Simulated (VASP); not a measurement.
Write the native input for VASP 6.6.1 that does the following.

```
Task                   : single point
Functional             : PBE
Potentials or basis    : VASP PAW PBE potentials, release 64 (Al, N)
Cutoff                 : 520 eV
k mesh                 : 3 × 3 × 3
Occupations            : gaussian, width 0.01 eV
Spin                   : no spin polarisation
Dipole correction      : no
Further INCAR settings : ALGO = Normal; EDIFF = 1e-06; NBANDS = 26
```

The structure of AlN lies in POSCAR:

```
AlN
1.0
    0.0000000000     -4.4031742003      0.0000000000
    0.0000000000      0.0000000000     -4.4031742003
    4.4031742003      0.0000000000      0.0000000000
Al N
4 4
Direct
    0.0000000000      0.0000000000      0.0000000000
    0.5000000000      0.0000000000      0.5000000000
    0.0000000000      0.5000000000      0.5000000000
    0.5000000000      0.5000000000      0.0000000000
    0.7500000000      0.7500000000      0.7500000000
    0.2500000000      0.7500000000      0.2500000000
    0.7500000000      0.2500000000      0.2500000000
    0.2500000000      0.2500000000      0.7500000000
```

These files were run (other wordings do the same):

INCAR

```
ALGO = Normal
EDIFF = 1E-6
ENCUT = 520
GGA = PE
ISIF = 2
ISMEAR = 0
LASPH = T
LCHARG = F
LREAL = F
LWAVE = F
NBANDS = 26
NELM = 60
PREC = Accurate
SIGMA = 0.01
```

KPOINTS

```
k-points
0
Gamma
  3 3 3
```

Potentials or basis: VASP PAW PBE potentials, release 64 (Al, N).

Launch:

```bash
$ cat potpaw_PBE.64/Al/POTCAR potpaw_PBE.64/N/POTCAR > POTCAR
$ mpirun -np 1 vasp_std > vasp.out
```

Results of the run:

- Pressure: -0.3 GPa
- Band gap on the k mesh: 3.30 eV

Caveat: the k points lie up to 0.48 Å⁻¹ apart.

Run time: 11 s on 1 thread of Intel Xeon 6975P-C, on a shared host, peak memory 0.19 GiB.
